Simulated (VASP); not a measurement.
Wanted: the native input for a VASP 6.6.1 run.

```
Task                   : single point
Functional             : PBE
Potentials or basis    : VASP PAW PBE potentials, release 64 (Cd, Se)
Cutoff                 : 520 eV
k mesh                 : 6 × 6 × 4
Occupations            : gaussian, width 0.05 eV
Spin                   : no spin polarisation
Dipole correction      : no
Further INCAR settings : ALGO = Normal; EDIFF = 1e-07; NBANDS = 26
```

The structure of CdSe lies in POSCAR:

```
CdSe
1.0
    4.2984999142      0.0322387494      0.0000000000
   -2.1213303812      3.7064907492      0.0000000000
    0.0000000000      0.0000000000      7.0152000000
Cd Se
2 2
Direct
    0.6666666667      0.3333333333      0.0000000000
    0.3333333333      0.6666666667      0.5000000000
    0.6666666667      0.3333333333      0.3750000000
    0.3333333333      0.6666666667      0.8750000000
```

This cell differs from its parent crystal: strain +0.0150 x Voigt [0, 0, 0, 0, 0, 1].

One way to write it, as run:

INCAR

```
PREC = Accurate
ENCUT = 520
EDIFF = 1E-7
ISMEAR = 0
SIGMA = 0.05
LREAL = False
LASPH = True
NELM = 80
ALGO = Normal
ISIF = 2
LWAVE = False
LCHARG = False
GGA = PE
NBANDS = 26
```

KPOINTS

```
Automatic mesh
0
Gamma
  6 6 4
```

Potentials or basis: VASP PAW PBE potentials, release 64 (Cd, Se).

Command:

```bash
$ cat potpaw_PBE.64/Cd/POTCAR potpaw_PBE.64/Se/POTCAR > POTCAR
$ mpirun -np 1 vasp_std > vasp.out
```

It gave:

```yaml
Pressure: 3.3 GPa
Largest_force: 0.109 eV/Å
Band_gap_on_the_k_mesh: 0.64 eV
```

Caveat: the cell differs from its parent crystal (strain +0.0150 x Voigt [0, 0, 0, 0, 0, 1]); the cell stands under pressure; semilocal functionals underestimate gaps, and a narrow one can read as zero.

Wall time 88 s on 1 thread of Intel(R) Xeon(R) Platinum 8488C (Sapphire Rapids) (shared host), peak memory 0.32 GiB.
